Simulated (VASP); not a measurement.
# Al (P6_3/mmc) in VASP: further runs

The runs below take Al through phonons, with PBE+D3(BJ).

All numbers are computed with VASP 6.6.1; they aren't measurements. Logs are shortened: lines on timing, memory, paths and dates and some standing lists are left out, and cuts for length are marked.

### Step 1. The cell of the first run

It takes space group P6_3/mmc (No. 194, hexagonal). The conventional cell has a = 2.799 Å, b = 2.799 Å, c = 4.603 Å, α = 90.00°, β = 90.00°, γ = 120.00°. Within 3.7 Å of Al (site symmetry -6m2) lie 12 Al at 2.80 to 2.81 Å.

This isn't the form of Al at room conditions, which is fcc.

### Step 2. Phonons, PBE+D3(BJ) (15.61 Å³/atom)

Contents of INCAR:

```
SYSTEM = Al
PREC = Accurate
ENCUT = 520
EDIFF = 1E-8
ISMEAR = -1
SIGMA = 0.15
LREAL = .FALSE.
LASPH = .TRUE.
NELM = 60
ALGO = Normal
ISIF = 2
LWAVE = .FALSE.
LCHARG = .TRUE.
GGA = PE
IVDW = 12
IBRION = 6
NFREE = 2
POTIM = 0.015
NSW = 1
```

Contents of KPOINTS:

```
Automatic mesh
0
G
  18 18 10
  0 0 0
```

Contents of POSCAR:

```
Al
1.0
    2.7988587151      0.0000000000      0.0000000000
   -1.3994293575      2.4238827489      0.0000000000
    0.0000000000      0.0000000000      4.6028552196
Al
2
Direct
    0.6666666667      0.3333333333      0.7500000000
    0.3333333333      0.6666666667      0.2500000000
```

Potentials or basis: VASP PAW PBE potentials, release 64 (Al).

On the command line:

```console
> cat potpaw_PBE.64/Al/POTCAR > POTCAR
> mpirun -np 1 vasp_std > vasp.out
```

OUTCAR:

```text
SYSTEM = Al
   PREC = Accurate
   ENCUT = 520
   EDIFF = 1E-8
   ISMEAR = -1
   LREAL = .FALSE.
   LASPH = .TRUE.
   NELM = 60
   ISIF = 2
   GGA = PE
   IVDW = 12
   IBRION = 6
   NFREE = 2
   POTIM = 0.015
   NSW = 1
 IVDW          = 12

 ion  position               nearest neighbor table
   1  0.667  0.333  0.750-   2 2.81   2 2.81   2 2.81   2 2.81   2 2.81   2 2.81
   2  0.333  0.667  0.250-   1 2.81   1 2.81   1 2.81   1 2.81   1 2.81   1 2.81

  LATTYP: Found a hexagonal cell.
 ALAT       =     2.7988587151
 C/A-ratio  =     1.6445471845

  Lattice vectors:

 A1 = (   2.7988587151,   0.0000000000,   0.0000000000)
 A2 = (  -1.3994293575,   2.4238827489,   0.0000000000)
 A3 = (   0.0000000000,   0.0000000000,   4.6028552196)

Analysis of symmetry for initial positions (statically):
=====================================================================
 Subroutine PRICEL returns:
 Original cell was already a primitive cell.

 Routine SETGRP: Setting up the symmetry group for a
 hexagonal supercell.

 Subroutine GETGRP returns: Found 24 space group operations
 (whereof 12 operations were pure point group operations)
 out of a pool of 24 trial point group operations.

The static configuration has the point symmetry D_3d.
 The point group associated with its full space group is D_6h.

Analysis of symmetry for dynamics (positions and initial velocities):
=====================================================================
 Subroutine PRICEL returns:
 Original cell was already a primitive cell.

 Routine SETGRP: Setting up the symmetry group for a
 hexagonal supercell.

 Subroutine GETGRP returns: Found 24 space group operations
 (whereof 12 operations were pure point group operations)
 out of a pool of 24 trial point group operations.

The dynamic configuration has the point symmetry D_3d.
 The point group associated with its full space group is D_6h.

 Subroutine INISYM returns: Found 24 space group operations
 (whereof 12 operations are pure point group operations),
 and found     1 'primitive' translations

----------------------------------------------------------------------------------------

                                     Primitive cell

  volume of cell :      31.2263

  direct lattice vectors                    reciprocal lattice vectors
     2.798858715  0.000000000  0.000000000     0.357288489  0.206280605  0.000000000
    -1.399429358  2.423882749  0.000000000     0.000000000  0.412561210  0.000000000
     0.000000000  0.000000000  4.602855220     0.000000000  0.000000000  0.217256453

  length of vectors
     2.798858715  2.798858715  4.602855220     0.412561210  0.412561210  0.217256453

  position of ions in fractional coordinates (direct lattice)
     0.666666667  0.333333333  0.750000000
     0.333333333  0.666666667  0.250000000

  ion indices of the primitive-cell ions
   primitive index   ion index
                 1           1
                 2           2

----------------------------------------------------------------------------------------

 KPOINTS: Automatic mesh

Automatic generation of k-mesh.
 Grid dimensions read from file:
 generate k-points for:   18   18   10

 Generating k-lattice:

  Cartesian coordinates                     Fractional coordinates (reciprocal lattice)
     0.019849360  0.011460034  0.000000000     0.055555556  0.000000000  0.000000000
     0.000000000  0.022920067  0.000000000     0.000000000  0.055555556  0.000000000
     0.000000000  0.000000000  0.021725645     0.000000000  0.000000000  0.100000000

  Length of vectors
     0.022920067  0.022920067  0.021725645

  Shift w.r.t. Gamma in fractional coordinates (k-lattice)
     0.000000000  0.000000000  0.000000000

 Subroutine IBZKPT returns following result:
[... 41 lines left out ...]
   ISTART =      0    job   : 0-new  1-cont  2-samecut
   ICHARG =      2    charge: 1-file 2-atom 10-const
   ISPIN  =      1    spin polarized calculation?
   LNONCOLLINEAR =      F non collinear calculations
   LSORBIT =      F    spin-orbit coupling
   LASPH  =      T    aspherical Exc in radial PAW
   ENCUT  =  520.0 eV  38.22 Ry    6.18 a.u.   5.20  5.20  8.56*2*pi/ulx,y,z
   NELM   =     60;   NELMIN=  2; NELMDL= -5     # of ELM steps
   EDIFF  = 0.1E-07   stopping-criterion for ELM
   LREAL  =      F    real-space projection
   EDIFFG = 0.1E-06   stopping-criterion for IOM
   NSW    =     61    number of steps for IOM
   IBRION =      6    ionic relax: 0-MD 1-quasi-New 2-CG
   NFREE  =      2    steps in history (QN), initial steepest desc. (CG)
   ISIF   =      2    stress and relaxation
   ISYM   =      2    0-nonsym 1-usesym 2-fastsym
   POTIM  = 0.0150    time-step for ionic-motion
   TEBEG  =    0.0;   TEEND  =   0.0 temperature during run
   PSTRESS=    0.0 pullay stress
   NELECT =       6.0000    total number of electrons
   NUPDOWN=      -1.0000    fix difference up-down
   EMIN   =  10.00;   EMAX   =-10.00  energy-range for DOS
   EFERMI =   0.00;   METHOD = LEGACY
   ISMEAR =    -1;   SIGMA  =   0.15  broadening in eV -4-tet -1-fermi 0-gaus
   EFERMI_NEDOS =   21; number of points for ismear=-14 and -15
   IALGO  =     38    algorithm
   IMIX   =      4    mixing-type and parameters
     AMIX     =   0.40;   BMIX     =  1.00
     AMIX_MAG =   1.60;   BMIX_MAG =  1.00
  volume/ion in A,a.u.               =      15.61       105.36
  Fermi-wavevector in a.u.,A,eV,Ry     =   0.944681  1.785189 12.142147  0.892423
  Thomas-Fermi vector in A             =   2.072510
   LORBIT       =      0    0 simple, 1 ext, 2 COOP (PROOUT), +10 PAW based schemes
   GGA     = PE    functional components
   LHFCALC =     F    Hartree Fock is set to
   AEXX    =    0.0000 exact exchange contribution
   IVDW    =    12    specifies the selected vdW correction
   LEPSILON=     F    determine dielectric tensor
   LRPA    =     F    only Hartree local field effects (RPA)
 finite differences with symmetry
 non-spin polarized calculation
  energy-cutoff  :      520.00
  volume of cell :       31.23
 maximum number of plane-waves:       857
 NGX is ok and might be reduce to    24
   NGX = 11   NGY = 11   NGZ = 17

--------------------------------------- Ionic step        1  -------------------------------------------

 number of electron       6.0000000 magnetization

 Free energy of the ion-electron system (eV)
  ---------------------------------------------------
  ext. energy  EPLUGINS =         0.00000000
  ---------------------------------------------------
  free energy    TOTEN  =        -7.42301461 eV

  energy without entropy =       -7.36086246  energy(sigma->0) =       -7.39193854

------------------------ aborting loop because EDIFF is reached ----------------------------------------

 Edisp (eV)   -0.71234

 E8    (eV) :    -0.3188
[... 151 lines left out ...]
--------------------------------------- Ionic step        5  -------------------------------------------

 number of electron       6.0000000 magnetization

 Free energy of the ion-electron system (eV)
  ---------------------------------------------------
  ext. energy  EPLUGINS =         0.00000000
  ---------------------------------------------------
  free energy    TOTEN  =        -7.42235262 eV

  energy without entropy =       -7.36023154  energy(sigma->0) =       -7.39129208

 E-fermi :   8.5915     XC(G=0): -10.3998

 val. band max:        8.5892762135   @ k =  -0.2222   0.5556   0.1000
 cond. band min:       8.5918851096   @ k =  -0.0556   0.3333   0.2000
 fundamental gap:      0.0026088961
 Fermi energy:         8.5915314074

 k-point     1 :       0.0000    0.0000    0.0000
  band No.  band energies     occupation
      1      -2.9360      2.00000
      2       3.7366      2.00000
      3       4.0406      2.00000
      4      19.7435      0.00000
      5      19.7435      0.00000
      6      19.9751      0.00000
      7      19.9751      0.00000
[... 221 lines left out ...]
 k-point    24 :       0.3889    0.1111    0.0000
  band No.  band energies     occupation
      1       2.1679      2.00000
      2       4.8025      2.00000
      3       8.5200      1.23390
      4       9.0329      0.10020
      5      10.9311      0.00000
      6      11.2451      0.00000
      7      12.6818      0.00000

 [... further k-points ...]

------------------------ aborting loop because EDIFF is reached ----------------------------------------

 Edisp (eV)   -0.71234

 E8    (eV) :    -0.3188
[... 25 lines left out ...]
  FREE ENERGIE OF THE ION-ELECTRON SYSTEM (eV)
  ---------------------------------------------------
  free  energy   TOTEN  =        -8.1346881059 eV

  energy  without entropy=       -8.0725670240  energy(sigma->0) =       -8.10362756

 INTERNAL STRAIN TENSORS FROM DISPLACED ATOMS
 ============================================

 INTERNAL STRAIN TENSOR FOR ION    1 for displacements in x,y,z  (eV/Angst):
          X           Y           Z          XY          YZ          ZX
  --------------------------------------------------------------------------------
  x     0.00000    -0.00000     0.00000     0.35674     0.00000     0.00000
  y     0.35674    -0.35674     0.00000    -0.00000     0.00000     0.00000
  z    -0.00000     0.00000     0.00000     0.00000     0.00000     0.00000

 INTERNAL STRAIN TENSOR FOR ION    2 for displacements in x,y,z  (eV/Angst):
          X           Y           Z          XY          YZ          ZX
  --------------------------------------------------------------------------------
  x    -0.00000     0.00000     0.00000    -0.35674     0.00000     0.00000
  y    -0.35674     0.35674    -0.00000     0.00000     0.00000     0.00000
  z     0.00000     0.00000    -0.00000    -0.00000    -0.00000     0.00000

 Eigenvectors and eigenvalues of the dynamical matrix
 ----------------------------------------------------

   1 f  =   10.347520 THz    65.015384 2PiTHz  345.156105 cm-1    42.793884 meV
             X         Y         Z           dx          dy          dz
      1.399429  0.807961  3.452141    -0.000000   -0.000000    0.707107
     -0.000000  1.615922  1.150714     0.000000   -0.000000   -0.707107
[... 11 lines left out ...]
   4 f  =    0.000000 THz     0.000000 2PiTHz    0.000002 cm-1     0.000000 meV
             X         Y         Z           dx          dy          dz
      1.399429  0.807961  3.452141     0.698314   -0.101994    0.044210
     -0.000000  1.615922  1.150714     0.698314   -0.101994    0.044210

   5 f/i=    0.000000 THz     0.000000 2PiTHz    0.000002 cm-1     0.000000 meV
             X         Y         Z           dx          dy          dz
      1.399429  0.807961  3.452141     0.109960    0.592505   -0.369929
     -0.000000  1.615922  1.150714     0.109960    0.592505   -0.369929

   6 f/i=    0.000000 THz     0.000001 2PiTHz    0.000005 cm-1     0.000001 meV
             X         Y         Z           dx          dy          dz
      1.399429  0.807961  3.452141    -0.016315   -0.372204   -0.600998
     -0.000000  1.615922  1.150714    -0.016315   -0.372204   -0.600998

 ELASTIC MODULI CONTR FROM IONIC RELAXATION (kBar)
 Direction    XX          YY          ZZ          XY          YZ          ZX
 --------------------------------------------------------------------------------
 XX          -5.1860      5.1860     -0.0000     -0.0000      0.0000      0.0000
 YY           5.1860     -5.1860      0.0000     -0.0000     -0.0000      0.0000
 ZZ          -0.0000      0.0000     -0.0000      0.0000     -0.0000      0.0000
 XY          -0.0000     -0.0000      0.0000     -5.1860     -0.0000      0.0000
 YZ           0.0000     -0.0000     -0.0000     -0.0000     -0.0000      0.0000
 ZX           0.0000      0.0000      0.0000      0.0000      0.0000      0.0000
 --------------------------------------------------------------------------------
```

It took 90 s on 1 thread of Intel Xeon 6975P-C (Granite Rapids), shared host; peak memory 0.43 GiB.

What came out:

- Highest phonon frequency at Γ: 345 cm⁻¹
- Dispersion energy per atom: -0.356 eV

Phonon frequencies in cm⁻¹ (negative: imaginary):
```
              q point        frequencies
(0.000, 0.000, 0.000)  0 0 0 159 159 345
```

Caveat: the cell stands under pressure or tension, which shifts response properties.

### Step 3. Phonons, PBE+D3(BJ)

This run uses another cell than the first one, of 15.93 Å³/atom.

Edit INCAR of step 2 so:

```diff
@@ -12,5 +12,6 @@
 LWAVE = .FALSE.
-LCHARG = .TRUE.
+LCHARG = .FALSE.
 GGA = PE
 IVDW = 12
+NBANDS = 10
 IBRION = 6
```

KPOINTS is that of step 2.

Contents of POSCAR:

```
Al
1.0
    2.8169679872      0.0000000000      0.0000000000
   -1.4084839936      2.4395658386      0.0000000000
    0.0000000000      0.0000000000      4.6365971923
Al
2
Direct
    0.6666666667      0.3333333333      0.7500000000
    0.3333333333      0.6666666667      0.2500000000
```

Potentials or basis: VASP PAW PBE potentials, release 64 (Al).

On the command line:

```console
> cat potpaw_PBE.64/Al/POTCAR > POTCAR
> mpirun -np 1 vasp_std > vasp.out
```

OUTCAR:

```text
SYSTEM = Al
   PREC = Accurate
   ENCUT = 520
   EDIFF = 1E-8
   ISMEAR = -1
   LREAL = .FALSE.
   LASPH = .TRUE.
   NELM = 60
   ISIF = 2
   GGA = PE
   IVDW = 12
   IBRION = 6
   NFREE = 2
   POTIM = 0.015
   NSW = 1
 IVDW          = 12

 ion  position               nearest neighbor table
   1  0.667  0.333  0.750-   2 2.83   2 2.83   2 2.83   2 2.83   2 2.83   2 2.83
   2  0.333  0.667  0.250-   1 2.83   1 2.83   1 2.83   1 2.83   1 2.83   1 2.83

  LATTYP: Found a hexagonal cell.
 ALAT       =     2.8169679872
 C/A-ratio  =     1.6459531004

  Lattice vectors:

 A1 = (   2.8169679872,   0.0000000000,   0.0000000000)
 A2 = (  -1.4084839936,   2.4395658386,   0.0000000000)
 A3 = (   0.0000000000,   0.0000000000,   4.6365971923)

Analysis of symmetry for initial positions (statically):
=====================================================================
 Subroutine PRICEL returns:
 Original cell was already a primitive cell.

 Routine SETGRP: Setting up the symmetry group for a
 hexagonal supercell.

 Subroutine GETGRP returns: Found 24 space group operations
 (whereof 12 operations were pure point group operations)
 out of a pool of 24 trial point group operations.

The static configuration has the point symmetry D_3d.
 The point group associated with its full space group is D_6h.

Analysis of symmetry for dynamics (positions and initial velocities):
=====================================================================
 Subroutine PRICEL returns:
 Original cell was already a primitive cell.

 Routine SETGRP: Setting up the symmetry group for a
 hexagonal supercell.

 Subroutine GETGRP returns: Found 24 space group operations
 (whereof 12 operations were pure point group operations)
 out of a pool of 24 trial point group operations.
[... 326 lines left out ...]
 Fermi energy:         8.3710734707

 k-point     1 :       0.0000    0.0000    0.0000
  band No.  band energies     occupation
      1      -3.0112      2.00000
      2       3.5967      2.00000
      3       3.8409      2.00000
      4      19.3655      0.00000
      5      19.3655      0.00000
      6      19.6525      0.00000
      7      19.6525      0.00000
      8      20.5542      0.00000
      9      22.7899      0.00000
     10      22.9392      0.00000
[... 287 lines left out ...]
 k-point    24 :       0.3889    0.1111    0.0000
  band No.  band energies     occupation
      1       2.0310      2.00000
      2       4.6395      2.00000
      3       8.3225      1.16053
      4       8.7790      0.12363
      5      10.6951      0.00000
      6      11.0258      0.00000
      7      12.3275      0.00000
      8      17.5042      0.00000
      9      17.8105      0.00000
     10      19.0994      0.00000

 [... further k-points ...]

------------------------ aborting loop because EDIFF is reached ----------------------------------------

 Edisp (eV)   -0.69750

 E8    (eV) :    -0.3120
[... 25 lines left out ...]
  FREE ENERGIE OF THE ION-ELECTRON SYSTEM (eV)
  ---------------------------------------------------
  free  energy   TOTEN  =        -8.1380534823 eV

  energy  without entropy=       -8.0751050542  energy(sigma->0) =       -8.10657927

 INTERNAL STRAIN TENSORS FROM DISPLACED ATOMS
 ============================================

 INTERNAL STRAIN TENSOR FOR ION    1 for displacements in x,y,z  (eV/Angst):
          X           Y           Z          XY          YZ          ZX
  --------------------------------------------------------------------------------
  x     0.00000     0.00000     0.00000     0.27000     0.00000     0.00000
  y     0.27000    -0.27000     0.00000     0.00000     0.00000     0.00000
  z     0.00000     0.00000     0.00000     0.00000     0.00000     0.00000

 INTERNAL STRAIN TENSOR FOR ION    2 for displacements in x,y,z  (eV/Angst):
          X           Y           Z          XY          YZ          ZX
  --------------------------------------------------------------------------------
  x     0.00000     0.00000     0.00000    -0.27000     0.00000     0.00000
  y    -0.27000     0.27000    -0.00000    -0.00000     0.00000     0.00000
  z    -0.00000    -0.00000    -0.00000    -0.00000     0.00000     0.00000

 Eigenvectors and eigenvalues of the dynamical matrix
 ----------------------------------------------------

   1 f  =    9.950380 THz    62.520082 2PiTHz  331.908953 cm-1    41.151447 meV
             X         Y         Z           dx          dy          dz
      1.408484  0.813189  3.477448     0.000000   -0.000000    0.707107
     -0.000000  1.626377  1.159149    -0.000000    0.000000   -0.707107
[... 11 lines left out ...]
   4 f  =    0.000000 THz     0.000000 2PiTHz    0.000002 cm-1     0.000000 meV
             X         Y         Z           dx          dy          dz
      1.408484  0.813189  3.477448    -0.108520    0.615407    0.330903
     -0.000000  1.626377  1.159149    -0.108520    0.615407    0.330903

   5 f/i=    0.000000 THz     0.000000 2PiTHz    0.000001 cm-1     0.000000 meV
             X         Y         Z           dx          dy          dz
      1.408484  0.813189  3.477448     0.698141    0.081751    0.076919
     -0.000000  1.626377  1.159149     0.698141    0.081751    0.076919

   6 f/i=    0.000000 THz     0.000001 2PiTHz    0.000004 cm-1     0.000001 meV
             X         Y         Z           dx          dy          dz
      1.408484  0.813189  3.477448    -0.028687   -0.338512    0.620150
     -0.000000  1.626377  1.159149    -0.028687   -0.338512    0.620150

 ELASTIC MODULI CONTR FROM IONIC RELAXATION (kBar)
 Direction    XX          YY          ZZ          XY          YZ          ZX
 --------------------------------------------------------------------------------
 XX          -3.1573      3.1573     -0.0000     -0.0000      0.0000      0.0000
 YY           3.1573     -3.1573      0.0000      0.0000      0.0000      0.0000
 ZZ          -0.0000      0.0000     -0.0000     -0.0000      0.0000      0.0000
 XY          -0.0000      0.0000     -0.0000     -3.1573      0.0000      0.0000
 YZ           0.0000      0.0000      0.0000      0.0000      0.0000      0.0000
 ZX           0.0000      0.0000      0.0000      0.0000      0.0000      0.0000
 --------------------------------------------------------------------------------
```

OSZICAR:

```text
N       E                     dE             d eps       ncg     rms          rms(c)
DAV:   1    -0.238457859286E+00   -0.23846E+00   -0.23554E+03  4448   0.477E+02
DAV:   2    -0.733548589953E+01   -0.70970E+01   -0.68197E+01  5806   0.542E+01
DAV:   3    -0.749057164772E+01   -0.15509E+00   -0.15385E+00  5912   0.645E+00
[... 38 lines left out ...]
DAV:   2    -0.744059096381E+01    0.68019E-03   -0.56308E-03  7784   0.362E-01    0.357E-02
DAV:   3    -0.744054638337E+01    0.44580E-04   -0.40169E-04  7738   0.906E-02    0.182E-02
DAV:   4    -0.744054890063E+01   -0.25173E-05   -0.29498E-05  7572   0.327E-02    0.358E-03
DAV:   5    -0.744054885943E+01    0.41202E-07   -0.51103E-07  8178   0.396E-03    0.139E-03
DAV:   6    -0.744054885620E+01    0.32314E-08   -0.38411E-08  7472   0.995E-04
   5 F= -.81380535E+01 E0= -.81065793E+01  d E =-.629484E-01
```

Run time: 7.5 min. Hardware: 1 thread of Intel Xeon 8259CL, shared host; peak memory 0.52 GiB.

Results:

```
Highest phonon frequency at Γ : 332 cm⁻¹
Dispersion energy per atom    : -0.349 eV
```

Phonon frequencies in cm⁻¹ (negative: imaginary):
```csv
q point,frequencies
"(0.000, 0.000, 0.000)",0 0 0 153 153 332
```

[end of part 1 of 2]
